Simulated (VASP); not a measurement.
# Pr (I4/mmm) in VASP: notebook, part 2 of 2

VASP 6.6.1.

## (4) Single point, PBE, collinear spin, ferromagnetic start (37.78 Å³/atom)

This run uses another cell than the first one, of 37.78 Å³/atom.

Contents of INCAR:

```
SYSTEM = Pr
PREC = Accurate
ENCUT = 520
EDIFF = 1E-7
ISMEAR = -1
SIGMA = 0.05
LREAL = .False.
LASPH = .True.
NELM = 150
ALGO = Normal
ISIF = 2
LWAVE = .False.
LCHARG = .True.
ISPIN = 2
MAGMOM = 2
LORBIT = 11
LMAXMIX = 6
GGA = PE
LELF = .True.
LVHAR = .True.
NBANDS = 16
```

Contents of KPOINTS:

```
Automatic mesh
0
Gamma
  9 9 9
  0 0 0
```

Contents of POSCAR:

```
Pr
1.0
   -2.2233504890      2.2233504890      1.9107658018
    2.2233504890     -2.2233504890      1.9107658018
    2.2233504890      2.2233504890     -1.9107658018
Pr
1
Direct
    0.0000000000      0.0000000000      0.0000000000
```

Potentials or basis: VASP PAW PBE potentials, release 64 (Pr).

On the command line:

```sh
cat potpaw_PBE.64/Pr/POTCAR > POTCAR
mpirun -np 1 vasp_std > vasp.out
```

OUTCAR:

```text
SYSTEM = Pr
   PREC = Accurate
   ENCUT = 520
   EDIFF = 1E-7
   ISMEAR = -1
   LREAL = .False.
   LASPH = .True.
   NELM = 150
   ISIF = 2
   ISPIN = 2
   LORBIT = 11
   GGA = PE

 ion  position               nearest neighbor table
   1  0.000  0.000  0.000-

  LATTYP: Found a body centered tetragonal cell.
 ALAT       =     4.4467009780
 C/A-ratio  =     0.8594082720

  Lattice vectors:

 A1 = (  -2.2233504890,   2.2233504890,   1.9107658018)
 A2 = (   2.2233504890,  -2.2233504890,   1.9107658018)
 A3 = (   2.2233504890,   2.2233504890,  -1.9107658018)

Analysis of symmetry for initial positions (statically):
=====================================================================
 Subroutine PRICEL returns:
 Original cell was already a primitive cell.

 Routine SETGRP: Setting up the symmetry group for a
 body centered tetragonal supercell.

 Subroutine GETGRP returns: Found 16 space group operations
 (whereof 16 operations were pure point group operations)
 out of a pool of 16 trial point group operations.

The static configuration has the point symmetry D_4h.

Analysis of symmetry for dynamics (positions and initial velocities):
=====================================================================
 Subroutine PRICEL returns:
 Original cell was already a primitive cell.

 Routine SETGRP: Setting up the symmetry group for a
 body centered tetragonal supercell.

 Subroutine GETGRP returns: Found 16 space group operations
 (whereof 16 operations were pure point group operations)
 out of a pool of 16 trial point group operations.

The dynamic configuration has the point symmetry D_4h.

Analysis of structural, dynamic, and magnetic symmetry:
=====================================================================
 Subroutine PRICEL returns:
 Original cell was already a primitive cell.

 Routine SETGRP: Setting up the symmetry group for a
 body centered tetragonal supercell.

 Subroutine GETGRP returns: Found 16 space group operations
 (whereof 16 operations were pure point group operations)
[... 136 lines left out ...]

 number of electron      12.9999999 magnetization       2.8963106

 Free energy of the ion-electron system (eV)
  ---------------------------------------------------
  ext. energy  EPLUGINS =         0.00000000
  ---------------------------------------------------
  free energy    TOTEN  =        -5.47459604 eV

  energy without entropy =       -5.43765504  energy(sigma->0) =       -5.45612554

 E-fermi :   5.4038     XC(G=0):  -9.5273

 val. band max:        5.4031254692   @ k =  -0.4444   0.4444   0.4444
 cond. band min:       5.4094343037   @ k =  -0.3333   0.4444   0.3333
 fundamental gap:      0.0063088345
 Fermi energy:         5.4037755500

 spin component 1

 k-point     1 :       0.0000    0.0000    0.0000
  band No.  band energies     occupation
      1     -30.6922      1.00000
      2     -12.2353      1.00000
      3     -12.2353      1.00000
      4     -12.1785      1.00000
      5       1.5565      1.00000
      6       4.9854      0.99977
[... 435 lines left out ...]
      5       3.7530      1.00000
      6       5.0245      0.99949
[... 8 lines left out ...]
     15       7.9578      0.00000
     16       9.2880      0.00000

 [... further k-points ...]

 spin component 2

 k-point     1 :       0.0000    0.0000    0.0000
  band No.  band energies     occupation
      1     -29.5601      1.00000
      2     -11.3228      1.00000
      3     -11.3228      1.00000
      4     -11.2557      1.00000
      5       2.2452      1.00000
      6       6.7580      0.00000
[... 435 lines left out ...]
      5       4.5059      1.00000
      6       6.5284      0.00000
[... 8 lines left out ...]
     15       8.6046      0.00000
     16       9.8575      0.00000

 [... further k-points ...]

------------------------ aborting loop because EDIFF is reached ----------------------------------------

  FORCE on cell =-STRESS in cart. coord.  units (eV):
  Direction    XX          YY          ZZ          XY          YZ          ZX
  --------------------------------------------------------------------------------------
  -------------------------------------------------------------------------------------
  Total       -0.5747105     -0.5747105     -0.1156151      0.0000000     -0.0000000      0.0000000
  in kB      -24.3711698    -24.3711698     -4.9027748      0.0000000     -0.0000000      0.0000000
  external PRESSURE =     -17.8817048 kB  Pullay stress =       0.0000000 kB

 VOLUME and BASIS-vectors are now :
 -----------------------------------------------------------------------------
  energy-cutoff  :      520.00
  volume of cell :       37.78
      direct lattice vectors                 reciprocal lattice vectors
    -2.223350489  2.223350489  1.910765802     0.000000000  0.224885821  0.261675188
     2.223350489 -2.223350489  1.910765802     0.224885821  0.000000000  0.261675188
     2.223350489  2.223350489 -1.910765802     0.224885821  0.224885821  0.000000000

 POSITION                                       TOTAL-FORCE (eV/Angst)
 -----------------------------------------------------------------------------------
      0.00000      0.00000      0.00000        -0.000000     -0.000000     -0.000000
 -----------------------------------------------------------------------------------
    total drift:                                0.000000      0.000000      0.000000

  FREE ENERGIE OF THE ION-ELECTRON SYSTEM (eV)
  ---------------------------------------------------
  free  energy   TOTEN  =        -5.4745960388 eV

  energy  without entropy=       -5.4376550383  energy(sigma->0) =       -5.45612554

 total charge

# of ion       s       p       d       f       tot
--------------------------------------------------
    1        1.997   5.290   0.522   2.202  10.013

 magnetization (x)

# of ion       s       p       d       f       tot
--------------------------------------------------
    1       -0.012  -0.024   0.163   2.171   2.298
```

OSZICAR:

```text
N       E                     dE             d eps       ncg     rms          rms(c)
DAV:   1     0.964069968963E+02    0.96407E+02   -0.48627E+03  5144   0.150E+03
DAV:   2     0.294669531434E+01   -0.93460E+02   -0.84777E+02  7160   0.216E+02
DAV:   3    -0.744433943436E+01   -0.10391E+02   -0.10012E+02  7120   0.974E+01
[... 22 lines left out ...]
DAV:  26    -0.547459543051E+01    0.13624E-05   -0.85408E-07  7224   0.114E-02    0.227E-03
DAV:  27    -0.547459612620E+01   -0.69569E-06   -0.36230E-08  3104   0.271E-03    0.891E-04
DAV:  28    -0.547459587784E+01    0.24836E-06   -0.12206E-08  2712   0.239E-03    0.109E-03
DAV:  29    -0.547459610557E+01   -0.22772E-06   -0.59646E-09  2648   0.149E-03    0.458E-04
DAV:  30    -0.547459603880E+01    0.66768E-07   -0.32458E-09  2656   0.119E-03
   1 F= -.54745960E+01 E0= -.54561255E+01  d E =-.369410E-01  mag=     2.8963
```

Run time: 2.9 min. Hardware: 1 thread of AMD EPYC 7R13 (Zen 3), shared host; peak memory 0.2 GiB.

Results:

- Free energy: -5.4746 eV
- Pressure: -1.8 GPa
- Net moment: 2.90 μB per cell
- Site moments: Pr +2.30 μB
- Valence electrons inside the program's atomic spheres: Pr 10.01

Caveat: the magnetic or orbital state may not be the lowest; spin-orbit coupling is left out, which moves the levels of the heavy elements; semilocal functionals describe open f shells poorly, which spoils levels, moments and volumes. The state reached can hang on the start; a lower one may exist.

## (5) The runs side by side

```tsv
cell	gap on the mesh (eV)	pressure (GPa)	moment (μB)
a = 3.557 Å, angles 105.6, 105.6, 117.4°, 1 atom	none	-0.8	2.87
a = 3.607 Å, angles 105.6, 105.6, 117.4°, 1 atom	none	-1.4	2.90
a = 3.679 Å, angles 105.6, 105.6, 117.4°, 1 atom	none	-1.8	2.90
```

Alike in all rows: task single point; level PBE; potentials or basis VASP PAW PBE potentials, release 64 (Pr); spin collinear, ferromagnetic start; k mesh 9 × 9 × 9; cutoff (eV) 520; smearing fermi-dirac 0.05 eV.

Caveats: the magnetic or orbital state may not be the lowest; spin-orbit coupling is left out, which moves the levels of the heavy elements; semilocal functionals describe open f shells poorly, which spoils levels, moments and volumes.

Total energies depend on the potentials used, so only differences within one code and one set of settings carry meaning.
